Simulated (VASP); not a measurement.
A run of VASP 6.6.1 is set up as follows.

POSCAR

```
C
1.0
    0.0000000000      1.7801241426      1.7801241426
    1.7801241426      0.0000000000      1.7801241426
    1.7801241426      1.7801241426      0.0000000000
C
2
Direct
    0.0000000000      0.0000000000      0.0000000000
    0.2500000000      0.2500000000      0.2500000000
```

Contents of INCAR.step1:

```
SYSTEM = C
PREC = Accurate
ENCUT = 500
EDIFF = 1E-8
ISMEAR = 0
SIGMA = 0.01
LREAL = .False.
LASPH = .True.
NELM = 100
ALGO = Normal
LWAVE = .True.
LCHARG = .False.
GGA = PE
```

File INCAR.step2:

```
SYSTEM = C
PREC = Accurate
ENCUT = 500
EDIFF = 1E-8
ISMEAR = 0
SIGMA = 0.01
LREAL = .False.
LASPH = .True.
NELM = 1
ALGO = Exact
LWAVE = .True.
LCHARG = .False.
GGA = PE
NBANDS = 37
LOPTICS = .True.
ISTART = 1
```

Contents of INCAR.step3:

```
SYSTEM = C
PREC = Accurate
ENCUT = 500
EDIFF = 1E-8
ISMEAR = 0
SIGMA = 0.01
LREAL = .False.
LASPH = .True.
ALGO = EVGW0
LWAVE = .False.
LCHARG = .False.
GGA = PE
NELMGW = 1
NBANDS = 37
ENCUTGW = 120.0
NOMEGA = 48
PRECFOCK = Fast
ISTART = 1
NBANDSGW = 12
```

Contents of KPOINTS:

```
Automatic mesh
0
Gamma
  6 6 6
  0 0 0
```

Potentials or basis: VASP PAW PBE potentials, release 64 (C_GW).

Run with:

```console
$ cat potpaw_PBE.64/C_GW/POTCAR > POTCAR
$ cp INCAR.step1 INCAR
$ mpirun -np 1 vasp_std > vasp.out
$ cp INCAR.step2 INCAR
$ mpirun -np 1 vasp_std > vasp.out
$ cp INCAR.step3 INCAR
$ mpirun -np 1 vasp_std > vasp.out
```

Problem. What does it give for the quasiparticle gap?

Solution. 5.36 eV.

Problem. Estimate the least direct quasiparticle gap.

Solution. 7.24 eV.

Problem. What does it give for the band gap on the k mesh, mean-field level?

Solution. 4.17 eV, indirect (least direct gap 5.61 eV).

Caveat: the k points lie up to 0.51 Å⁻¹ apart; bands, screening cutoff and mesh are small and nothing is extrapolated, so the quasiparticle values aren't converged. A k mesh can miss the band edges.
